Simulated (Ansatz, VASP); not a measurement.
**Hf2SiOF2: VASP beside Ansatz**

INCAR

```
SYSTEM = Hf2SiOF2
PREC = Accurate
ENCUT = 600
EDIFF = 1E-7
ISMEAR = 0
SIGMA = 0.1
LREAL = .FALSE.
LASPH = .TRUE.
NELM = 100
ALGO = Normal
ISIF = 3
LWAVE = .FALSE.
LCHARG = .FALSE.
GGA = PE
IBRION = 2
NSW = 90
EDIFFG = -0.04
```

Contents of KPOINTS:

```
Automatic mesh
0
G
  6 6 4
  0 0 0
```

The input POSCAR:

```
Hf2SiOF2
1.0
    3.7431967400      0.0000000000      0.0000000000
   -1.8715983700      3.2417034700      0.0000000000
    0.0000000000      0.0000000000      6.2330983100
Hf Si O F
2 1 1 2
Direct
    0.3333333300      0.6666666700      0.2640774800
    0.6666666700      0.3333333300      0.7359225200
    0.0000000000      0.0000000000      0.5000000000
    0.0000000000      0.0000000000      0.0000000000
    0.3333333300      0.6666666700      0.6681393400
    0.6666666700      0.3333333300      0.3318606600
```

Input for Ansatz:

```yaml
crystal:
  lattice:
    - [3.74319674, 0.0, 0.0]
    - [-1.87159837, 3.24170347, 0.0]
    - [0.0, 0.0, 6.23309831]
  atoms:
    - { symbol: Hf, position: [0.33333333, 0.66666667, 0.26407748] }
    - { symbol: Hf, position: [0.66666667, 0.33333333, 0.73592252] }
    - { symbol: Si, position: [0.0, 0.0, 0.5] }
    - { symbol: O, position: [0.0, 0.0, 0.0] }
    - { symbol: F, position: [0.33333333, 0.66666667, 0.66813934] }
    - { symbol: F, position: [0.66666667, 0.33333333, 0.33186066] }
basis:
  ecutwfc: 420
kpoints:
  mp_grid: { grid: [6, 6, 4] }
hamiltonian:
  xc: pbe
scf:
  occupations: { method: gaussian, width: 0.1 }
  lower_state_search: "off"
output:
  forces: true
  stress: true
  eigenvalues: true
relax:
  adjacent_minimum: "off"
  f_tol: 0.04
  max_steps: 70
  cell: { stress_tol: 0.4 }
```

Change from the starting cell: species swapped into the LiTbCu2P2 type (P-3m1, No. 164).

Alike in both runs: task relaxation of cell and atoms; functional PBE; k mesh 6 × 6 × 4; occupations gaussian, width 0.1 eV; no spin polarisation.

|  | VASP | Ansatz |
| --- | --- | --- |
| version | VASP 6.6.1 | Ansatz 0.2.0 |
| potentials or method | VASP PAW PBE potentials, release 64 (Hf_pv, Si, O, F), cutoff 600 eV | scalar-relativistic, plane waves, PAW |
| valence electrons in the cell | 44 | 76 |

Ansatz gave:

```
gap on the k mesh at the Fermi level, each at its own relaxed structure (eV)  : none
relaxed volume (Å³/atom)                                                      : 13.01
relaxed length of the cell vector where the two differ most in proportion (Å) : 3.744
```

Task: Estimate VASP's values.

Result: gap on the k mesh at the Fermi level, each at its own relaxed structure (eV): none; relaxed volume (Å³/atom): 12.88; relaxed length of the cell vector where the two differ most in proportion (Å): 3.720.

A gap of «none» marks a metal or a gap that the smearing closes. VASP's potentials hold 44 valence electrons a cell and Ansatz's 76, so a difference there can come from the potentials and not from the codes.

Spin-orbit coupling is off throughout.
